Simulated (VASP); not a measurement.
A run of VASP 6.6.1 is set up as follows.

The input INCAR:

```
SYSTEM = Ga
PREC = Accurate ; ENCUT = 600
EDIFF = 1E-7 ; ISMEAR = -1
SIGMA = 0.05 ; LREAL = .FALSE.
LASPH = .TRUE. ; NELM = 80
ALGO = Normal ; ISIF = 3
LWAVE = .FALSE. ; LCHARG = .FALSE.
GGA = PE ; IBRION = 2
NSW = 32 ; EDIFFG = -0.005
PSTRESS = 3300.0
```

The input KPOINTS:

```
regular mesh
0
G
  21 21 21
  0 0 0
```

File POSCAR:

```
Ga
1.0
   -1.2645968566      1.2645968566      1.2645968566
    1.2645968566     -1.2645968566      1.2645968566
    1.2645968566      1.2645968566     -1.2645968566
Ga
1
Direct
    0.0000000000      0.0000000000      0.0000000000
```

Potentials or basis: VASP PAW PBE potentials, release 64 (Ga_d).

Run with:

```bash
$ cat potpaw_PBE.64/Ga_d/POTCAR > POTCAR
$ mpirun -np 1 vasp_std > vasp.out
```

Q: Predict the relaxed volume.

A: 8.11 Å³/atom.

Q: Estimate the space group after relaxing (to 0.1 Å).

A: Im-3m (No. 229).

Step by step:
| step | energy change (eV) | largest force (eV/Å) | pressure (GPa) | volume (Å³) |
| --- | --- | --- | --- | --- |
| 1 | 0.0000 | 0.0000 | 333.40 | 8.09 |
| 2 | -0.4040 | 0.0000 | 305.40 | 8.29 |
| 3 | -0.0489 | 0.0000 | 329.95 | 8.11 |

Caveat: the cell is relaxed towards a set pressure, so the run minimises the enthalpy, not the energy.
